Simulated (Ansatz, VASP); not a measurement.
# One calculation of Bi, two programs

The input POSCAR:

```
Bi
1.0
    2.2825169939      1.3178118009      3.9640802302
   -2.2825169939      1.3178118009      3.9640802302
    0.0000000000     -2.6356236018      3.9640802302
Bi
2
Direct
    0.7660000000      0.7660000000      0.7660000000
    0.2340000000      0.2340000000      0.2340000000
```

Contents of INCAR.step1:

```
ALGO = Normal ; EDIFF = 1E-4
ENCUT = 520 ; GGA = PE
ISMEAR = -1 ; LASPH = T
LCHARG = F ; LREAL = F
LWAVE = T ; NBANDS = 22
NELM = 60 ; PREC = Accurate
SIGMA = 0.05
```

The input INCAR.step2:

```
ALGO = Normal ; EDIFF = 1E-7
ENCUT = 520 ; ISIF = 2
ISMEAR = -1 ; ISTART = 1
LASPH = T ; LCHARG = F
LMIXTAU = T ; LREAL = F
LWAVE = F ; METAGGA = R2SCAN
NBANDS = 22 ; NELM = 60
PREC = Accurate ; SIGMA = 0.05
```

Contents of KPOINTS:

```
k-points
0
Gamma
  7 7 7
```

The input input.yaml:

```yaml
crystal:
  lattice:
    - [2.2825169939, 1.3178118009, 3.9640802302]
    - [-2.2825169939, 1.3178118009, 3.9640802302]
    - [0.0, -2.6356236018, 3.9640802302]
  atoms:
    - { symbol: Bi, position: [0.766, 0.766, 0.766] }
    - { symbol: Bi, position: [0.234, 0.234, 0.234] }
hamiltonian:
  xc: r2scan
  pseudopotentials: { kind: paw }
kpoints:
  mp_grid: { grid: [7, 7, 7] }
scf:
  occupations: { method: fermi_dirac, width: 0.05 }
output:
  forces: true
  stress: true
  eigenvalues: true
```

Alike in both runs: task single point; functional r2SCAN; k mesh 7 × 7 × 7; occupations fermi-dirac, width 0.05 eV; no spin polarisation.

```csv
,VASP,Ansatz
version,VASP 6.6.1,Ansatz 0.2.0
potentials or method,"VASP PAW PBE potentials, release 64 (Bi_d)",Ansatz PAW
plane-wave cutoff (eV),520,500
valence electrons in the cell,30,30
```

```csv
,VASP,Ansatz,Ansatz less VASP
gap on the k mesh at the Fermi level (eV),0.28,0.28,0.000
least direct gap on the mesh (eV),0.59,0.59,+0.001
pressure (GPa),0.1,0.2,+0.04
"traceless stress, the component that is largest in VASP (GPa)",0.26,0.26,-0.001
rms of the force components (eV/Å),0.037,0.041,+0.0042
```

VASP's potentials were made for PBE, not for r2SCAN. Atom by atom the forces differ by 0.004 eV/Å (rms over components).

Spin-orbit coupling is off throughout. Noted on Ansatz's run: odd divisions of the mesh miss points on the zone boundary, where band edges often lie, so the gap on the mesh can be too wide.
